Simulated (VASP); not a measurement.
Wanted: the native input for a VASP 6.6.1 run.

```yaml
Task: electric field gradients
Functional: PBE
Potentials_or_basis: VASP PAW PBE potentials, release 64 (Si)
Cutoff: 520 eV
k_mesh: 12 × 12 × 12
Occupations: fermi-dirac, width 0.08 eV
Spin: no spin polarisation
Dipole_correction: no
Further_INCAR_settings: ALGO = Normal; EDIFF = 1e-08; NBANDS = 11
```

The structure of Si lies in POSCAR:

```
Si
1.0
    0.0000000000      2.6926498455      2.6926498455
    2.6926498455      0.0000000000      2.6926498455
    2.6926498455      2.6926498455      0.0000000000
Si
2
Direct
    0.5000000000      0.5000000000      0.5000000000
    0.7500000000      0.7500000000      0.7500000000
```

This cell differs from its parent crystal: volume scaled by 0.975.

One way to write it, as run:

INCAR

```
  ALGO = Normal
  EDIFF = 1E-8
  ENCUT = 520
  GGA = PE
  ISIF = 2
  ISMEAR = -1
  LASPH = T
  LCHARG = F
  LEFG = T
  LREAL = F
  LWAVE = F
  NBANDS = 11
  NELM = 80
  PREC = Accurate
  SIGMA = 0.08
```

KPOINTS

```
k-points
0
Gamma
  12 12 12
```

Potentials or basis: VASP PAW PBE potentials, release 64 (Si).

Command:

```sh
$ cat potpaw_PBE.64/Si/POTCAR > POTCAR
$ mpirun -np 1 vasp_std > vasp.out
```

Results of the run:

The pressure is 4.5 GPa and the band gap on the k mesh is 0.53 eV, indirect (least direct gap 2.58 eV).

Caveat: without QUAD_EFG the Cq values of the log hold for a quadrupole moment of 1 mb, not for the nuclei.

It took 15 s on 1 thread of AMD EPYC 9R45 96-Core Processor (Zen 5), on a shared host, peak memory 0.13 GiB.
